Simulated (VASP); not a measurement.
# Cd3O: relaxation of cell and atoms with PBE

Crystal: Cd3O.

```xyz
4
Lattice="-2.0718 2.0718 4.6279 2.0718 -2.0718 4.6279 2.0718 2.0718 -4.6279" Properties=species:S:1:pos:R:3 pbc="T T T"
Cd    0.0000    0.0000    4.6279
Cd    2.0718    0.0000    2.3140
Cd    0.0000    2.0718    2.3140
O     0.0000    0.0000    0.0000
```

```
Program                : VASP 6.6.1
Task                   : relaxation of cell and atoms
Functional             : PBE
Potentials or basis    : VASP PAW PBE potentials, release 64 (Cd_sv_GW, O)
Cutoff                 : 600 eV
k mesh                 : 6 × 6 × 6
Occupations            : gaussian, width 0.1 eV
Spin                   : no spin polarisation
Dipole correction      : no
Further INCAR settings : ALGO = Normal; EDIFF = 1e-07; IBRION = 2; EDIFFG = -0.04; NSW = 90; ISIF = 3
```

```json
{"Relaxed volume": "18.13 Å³/atom", "Relaxed cell": "a = 5.517 Å, b = 5.517 Å, c = 5.517 Å, α = 138.66°, β = 138.66°, γ = 59.89°", "Space group after relaxing (to 0.1 Å)": "I4/mmm (No. 139)", "Energy gained by relaxing": "40.3 meV/atom", "Ionic steps": "10", "Pressure after relaxing": "0.0 GPa", "Band gap on the k mesh": "zero (bands 33 and 34 overlap by 1.37 eV)"}
```

Stress tensor (GPa, compression positive):
```
-0.09  0.00  0.00
 0.00 -0.09  0.00
 0.00  0.00  0.04
```

The path:
```csv
step,energy change (eV),largest force (eV/Å),pressure (GPa),volume (Å³)
1,0.0000,0.0000,-5.54,79.46
2,-0.1404,0.0000,0.38,71.81
3,-0.1407,0.0000,0.07,72.12
4,-0.1432,0.0000,0.06,72.12
5,-0.1498,0.0000,0.08,72.12
6,-0.1589,0.0000,0.27,72.07
7,-0.1482,0.0000,1.34,71.74
8,-0.1603,0.0000,0.43,72.01
9,-0.1570,0.0000,-1.13,73.70
10,-0.1610,0.0000,-0.05,72.51
```

Final structure:
```
Cd O
1.0
    -1.94725    1.94725    4.78060
     1.94725   -1.94725    4.78060
     1.94725    1.94725   -4.78060
Cd O
3 1
Direct
  0.50000 0.50000 0.00000
  0.25000 0.75000 0.50000
  0.75000 0.25000 0.50000
  0.00000 0.00000 0.00000
```

Levels at points of the mesh, in eV from the Fermi level:
| k point | band 30 | band 31 | band 32 | band 33 | band 34 | band 35 | band 36 | band 37 |
| --- | --- | --- | --- | --- | --- | --- | --- | --- |
| (0.00, 0.00, 0.00) | -3.16 | -1.97 | -1.97 | 1.14 | 1.37 | 2.95 | 2.95 | 5.38 |
| (0.50, 0.00, 0.00) | -4.42 | -2.80 | -1.48 | -0.53 | 1.10 | 2.00 | 5.20 | 6.54 |
| (0.50, 0.50, 0.00) | -3.42 | -2.98 | -2.70 | -0.34 | -0.23 | 0.45 | 2.26 | 3.56 |
| (0.50, 0.50, 0.50) | -3.74 | -2.28 | -2.28 | -0.79 | 2.82 | 2.82 | 4.67 | 6.96 |

Run time: 17 min on 1 thread of AMD EPYC 9R45 96-Core Processor (Zen 5), with other jobs on the host, peak memory 0.38 GiB.
